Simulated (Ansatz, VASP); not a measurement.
# Two plane-wave programs on SiB2

```
Si B
1.0
     3.11923    0.00000    0.00000
    -1.55962    2.70133    0.00000
     0.00000    0.00000    7.49953
Si B
2 4
Direct
  0.00000 0.00000 0.00000
  0.00000 0.00000 0.50000
  0.33333 0.66667 0.25000
  0.66667 0.33333 0.75000
  0.00000 0.00000 0.25000
  0.00000 0.00000 0.75000
```

Alike in both runs: task relaxation of cell and atoms; functional PBE; k mesh 6 × 6 × 2; occupations gaussian, width 0.1 eV; no spin polarisation.

|  | VASP | Ansatz |
| --- | --- | --- |
| version | VASP 6.6.1 | Ansatz 0.2.0 |
| potentials or method | VASP PAW PBE potentials, release 64 (Si, B), cutoff 600 eV | scalar-relativistic, plane waves, PAW |
| valence electrons in the cell | 20 | 20 |

```csv
,VASP,Ansatz,Ansatz less VASP
"gap on the k mesh at the Fermi level, each at its own relaxed structure (eV)",none,none,-
relaxed volume (Å³/atom),10.15,10.15,0.000
relaxed length of the cell vector where the two differ most in proportion (Å),8.002,7.994,-0.0078
```

A gap of «none» marks a metal or a gap that the smearing closes.

The k mesh is coarse, so the values compare programs but aren't converged.
